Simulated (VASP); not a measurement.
Runs of VASP 6.6.1 on MgH2. Symmetry: Fm-3m, No. 225, cubic system. The conventional cell has a = 4.730 Å, b = 4.730 Å, c = 4.730 Å, α = 90.00°, β = 90.00°, γ = 90.00°. Within 2.7 Å of Mg (site symmetry m-3m) lie 8 H at 2.05 Å. H (site symmetry -43m) has 4 Mg at 2.05 Å and 6 H at 2.36 Å within 2.7 Å. 

| level | potentials or basis | k mesh | cutoff (eV) | smearing | grid for exact exchange (PRECFOCK) | share of exact exchange | screening parameter | gap on the mesh (eV) | pressure (GPa) |
| --- | --- | --- | --- | --- | --- | --- | --- | --- | --- |
| LDA | VASP PAW LDA potentials, release 64 (Mg, H) | 6 × 6 × 6 | 600 | fermi-dirac 0.02 eV | - | - | - | none | (a) |
| PBE-based global hybrid with 75 % exact exchange | VASP PAW PBE potentials, release 64 (Mg, H) | 4 × 4 × 4 | 520 | fermi-dirac 0.02 eV | Normal | 0.75 | - | none | -2.5 |
| HSE06 | VASP PAW PBE potentials, release 64 (Mg, H) | 4 × 4 × 4 | 520 | fermi-dirac 0.02 eV | Normal | 0.25 | 0.2079 1/Å | none | -0.4 |
| PBE-based screened hybrid with 20 % exact exchange | VASP PAW PBE potentials, release 64 (Mg, H) | 4 × 4 × 4 | 520 | fermi-dirac 0.02 eV | Normal | 0.2 | 0.5 1/Å | none | 0.0 |
| PBE-based global hybrid with 50 % exact exchange | VASP PAW PBE potentials, release 64 (Mg, H) | 4 × 4 × 4 | 520 | fermi-dirac 0.02 eV | Normal | 0.5 | - | none | -1.5 |
| HSE06 | VASP PAW PBE potentials, release 64 (Mg, H) | 4 × 4 × 4 | 520 | gaussian 0.05 eV | Normal | 0.25 | 0.2079 1/Å | none | -0.4 |

Alike in all rows: task single point; no spin polarisation; cell as given.

Estimate the missing entries.

(a) -2.6.

Caveats: all runs use coarse meshes; the PAW data sets were made with another functional, which shifts forces and pressure a little (at least some runs).

A gap of «none» marks levels without a gap at the run's occupations.
